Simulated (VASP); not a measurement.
# W3C4 in VASP: single point with PBE

Aim: the single point of W3C4 with PBE.

Everything below comes from runs of VASP 6.6.1. Logs are shortened: lines on timing, memory, paths and dates and some standing lists are left out, and cuts for length are marked.

## (1) The cell of the first run

The cell holds a slab with vacuum, 7 atoms: a = 2.922 Å, b = 2.922 Å, c = 23.541 Å, α = 90.00°, β = 90.00°, γ = 120.00°.

## (2) Single point, PBE

INCAR reads:

```
  PREC = Accurate
  ENCUT = 520
  EDIFF = 1E-7
  ISMEAR = 0
  SIGMA = 0.1
  LREAL = False
  LASPH = True
  NELM = 60
  ALGO = Normal
  ISIF = 2
  LWAVE = False
  LCHARG = False
  LDIPOL = True
  IDIPOL = 3
  DIPOL = 0.5 0.5 0.500
  GGA = PE
  NBANDS = 38
```

KPOINTS reads:

```
regular mesh
0
Gamma
  12 12 1
```

POSCAR reads:

```
W3C4
1.0
    2.9217712068      0.0000000000      0.0000000000
   -1.4608856034      2.5303280892      0.0000000000
    0.0000000000      0.0000000000     23.5412308977
C W
4 3
Direct
    0.6666666667      0.3333333333      0.3185899681
    0.6666666667      0.3333333333      0.4395299894
    0.6666666667      0.3333333333      0.5604700106
    0.6666666667      0.3333333333      0.6814100319
    0.0000000000      0.0000000000      0.3790599787
    0.0000000000      0.0000000000      0.5000000000
    0.0000000000      0.0000000000      0.6209400213
```

Potentials or basis: VASP PAW PBE potentials, release 64 (C, W_sv).

Command:

```console
$ cat potpaw_PBE.64/C/POTCAR potpaw_PBE.64/W_sv/POTCAR > POTCAR
$ mpirun -np 1 vasp_std > vasp.out
```

OUTCAR:

```text
PREC = Accurate
   ENCUT = 520
   EDIFF = 1E-7
   ISMEAR = 0
   LREAL = False
   LASPH = True
   NELM = 60
   ISIF = 2
   GGA = PE

 ion  position               nearest neighbor table
   1  0.667  0.333  0.319-   5 2.21   5 2.21   5 2.21
   2  0.667  0.333  0.440-   6 2.21   6 2.21   6 2.21   5 2.21   5 2.21   5 2.21
   3  0.667  0.333  0.560-   6 2.21   6 2.21   6 2.21   7 2.21   7 2.21   7 2.21
   4  0.667  0.333  0.681-   7 2.21   7 2.21   7 2.21
   5  0.000  0.000  0.379-   1 2.21   1 2.21   1 2.21   2 2.21   2 2.21   2 2.21   6 2.85
   6  0.000  0.000  0.500-   2 2.21   3 2.21   2 2.21   3 2.21   2 2.21   3 2.21   5 2.85   7 2.85

   7  0.000  0.000  0.621-   4 2.21   4 2.21   4 2.21   3 2.21   3 2.21   3 2.21   6 2.85

  LATTYP: Found a hexagonal cell.
 ALAT       =     2.9217712068
 C/A-ratio  =     8.0571780716

  Lattice vectors:

 A1 = (   2.9217712068,   0.0000000000,   0.0000000000)
 A2 = (  -1.4608856034,   2.5303280892,   0.0000000000)
 A3 = (   0.0000000000,   0.0000000000,  23.5412308977)

Analysis of symmetry for initial positions (statically):
=====================================================================
 Subroutine PRICEL returns:
 Original cell was already a primitive cell.

 Routine SETGRP: Setting up the symmetry group for a
 hexagonal supercell.

 Subroutine GETGRP returns: Found 12 space group operations
 (whereof 12 operations were pure point group operations)
 out of a pool of 24 trial point group operations.

The static configuration has the point symmetry D_3h.

Analysis of symmetry for dynamics (positions and initial velocities):
=====================================================================
 Subroutine PRICEL returns:
 Original cell was already a primitive cell.

 Routine SETGRP: Setting up the symmetry group for a
 hexagonal supercell.

 Subroutine GETGRP returns: Found 12 space group operations
 (whereof 12 operations were pure point group operations)
 out of a pool of 24 trial point group operations.

The dynamic configuration has the point symmetry D_3h.

 Subroutine INISYM returns: Found 12 space group operations
 (whereof 12 operations are pure point group operations),
 and found     1 'primitive' translations

----------------------------------------------------------------------------------------

                                     Primitive cell

  volume of cell :     174.0413

  direct lattice vectors                    reciprocal lattice vectors
     2.921771207  0.000000000  0.000000000     0.342258147  0.197602833  0.000000000
    -1.460885603  2.530328089  0.000000000     0.000000000  0.395205667  0.000000000
[... 104 lines left out ...]
   ISMEAR =     0;   SIGMA  =   0.10  broadening in eV -4-tet -1-fermi 0-gaus
   EFERMI_NEDOS =   21; number of points for ismear=-14 and -15
   IALGO  =     38    algorithm
   IMIX   =      4    mixing-type and parameters
     AMIX     =   0.40;   BMIX     =  1.00
     AMIX_MAG =   1.60;   BMIX_MAG =  1.00
  volume/ion in A,a.u.               =      24.86       167.78
  Fermi-wavevector in a.u.,A,eV,Ry     =   1.135011  2.144860 17.527707  1.288250
  Thomas-Fermi vector in A             =   2.271716
   LORBIT       =      0    0 simple, 1 ext, 2 COOP (PROOUT), +10 PAW based schemes
   GGA     = PE    functional components
   LHFCALC =     F    Hartree Fock is set to
   AEXX    =    0.0000 exact exchange contribution
   IVDW    =     0    specifies the selected vdW correction
   LEPSILON=     F    determine dielectric tensor
   LRPA    =     F    only Hartree local field effects (RPA)
 non-spin polarized calculation
 Gauss-broadening in eV      SIGMA  =   0.10
  energy-cutoff  :      520.00
  volume of cell :      174.04
 maximum number of plane-waves:      4779
 NGX is ok and might be reduce to    24
   NGX = 11   NGY = 11   NGZ = 87

 number of electron      58.0000004 magnetization

 dipolmoment           0.000000      0.000000     -0.000000 electrons x Angstroem

 Free energy of the ion-electron system (eV)
  ---------------------------------------------------
  ext. energy  EPLUGINS =         0.00000000
  ---------------------------------------------------
  free energy    TOTEN  =       -69.42734937 eV

  energy without entropy =      -69.41964084  energy(sigma->0) =      -69.42349510

 E-fermi :   0.4601     XC(G=0):  -6.3109

 val. band max:        0.4165943804   @ k =   0.4167   0.1667   0.0000
 cond. band min:       0.4842259081   @ k =   0.3333   0.1667   0.0000
 fundamental gap:      0.0676315278
 Fermi energy:         0.4601474801

 k-point     1 :       0.0000    0.0000    0.0000
  band No.  band energies     occupation
      1     -73.5267      2.00000
      2     -73.3900      2.00000
      3     -73.3886      2.00000
      4     -38.0493      2.00000
      5     -37.6926      2.00000
      6     -37.5078      2.00000
[... 768 lines left out ...]
     37       6.1193      0.00000
     38       6.3726      0.00000

------------------------ aborting loop because EDIFF is reached ----------------------------------------

 vacuum level on the upper side and lower side of the slab       (xc-potential included)        -0.098        -0.098

  FORCE on cell =-STRESS in cart. coord.  units (eV):
  Direction    XX          YY          ZZ          XY          YZ          ZX
  --------------------------------------------------------------------------------------
  -------------------------------------------------------------------------------------
  Total        0.0233788      0.0233788     -9.1524486      0.0000000      0.0000000     -0.0000000
  in kB        0.2152194      0.2152194    -84.2549977      0.0000000      0.0000000     -0.0000000
  external PRESSURE =     -27.9415196 kB  Pullay stress =       0.0000000 kB

 VOLUME and BASIS-vectors are now :
 -----------------------------------------------------------------------------
  energy-cutoff  :      520.00
  volume of cell :      174.04
      direct lattice vectors                 reciprocal lattice vectors
     2.921771207  0.000000000  0.000000000     0.342258147  0.197602833  0.000000000
    -1.460885603  2.530328089  0.000000000     0.000000000  0.395205667  0.000000000
     0.000000000  0.000000000 23.541230898     0.000000000  0.000000000  0.042478662

 POSITION                                       TOTAL-FORCE (eV/Angst)
 -----------------------------------------------------------------------------------
      1.46089      0.84344      7.50000         0.000000     -0.000000      4.469805
      1.46089      0.84344     10.34708        -0.000000      0.000000      0.761342
      1.46089      0.84344     13.19415        -0.000000      0.000000     -0.761342
      1.46089      0.84344     16.04123        -0.000000      0.000000     -4.469805
      0.00000      0.00000      8.92354         0.000000      0.000000     -5.486082
      0.00000      0.00000     11.77062        -0.000000      0.000000      0.000000
      0.00000      0.00000     14.61769         0.000000     -0.000000      5.486082
 -----------------------------------------------------------------------------------
    total drift:                               -0.000000      0.000000      0.000000

  FREE ENERGIE OF THE ION-ELECTRON SYSTEM (eV)
  ---------------------------------------------------
  free  energy   TOTEN  =       -69.4273493656 eV

  energy  without entropy=      -69.4196408361  energy(sigma->0) =      -69.42349510

 vacuum level on the upper side and lower side of the slab         6.667         6.667
```

It took 3.1 min on 1 thread of AMD EPYC 9R45 (Zen 5), shared host; peak memory 0.32 GiB.

What came out:

```yaml
Free_energy: -69.4273 eV
Largest_force: 5.486 eV/Å
Band_gap_on_the_k_mesh: zero (band 29 reaches 0.85 eV, above the bottom of band 30 at 0.01 eV)
```

Forces on the atoms (eV/Å):
```
C    0.000  0.000  4.470
C    0.000  0.000  0.761
C    0.000  0.000 -0.761
C    0.000  0.000 -4.470
W    0.000  0.000 -5.486
W    0.000  0.000  0.000
W    0.000  0.000  5.486
```

Levels at points of the mesh, in eV from the Fermi level:
```tsv
k point	band 27	band 28	band 29	band 30	band 31	band 32
(0.00, 0.00, 0.00)	-1.09	0.05	0.22	0.54	0.54	1.31
(0.50, 0.00, 0.00)	-0.69	-0.46	0.39	0.63	0.85	3.65
```

Caveat: spin-orbit coupling is left out, which moves the levels of the heavy elements.
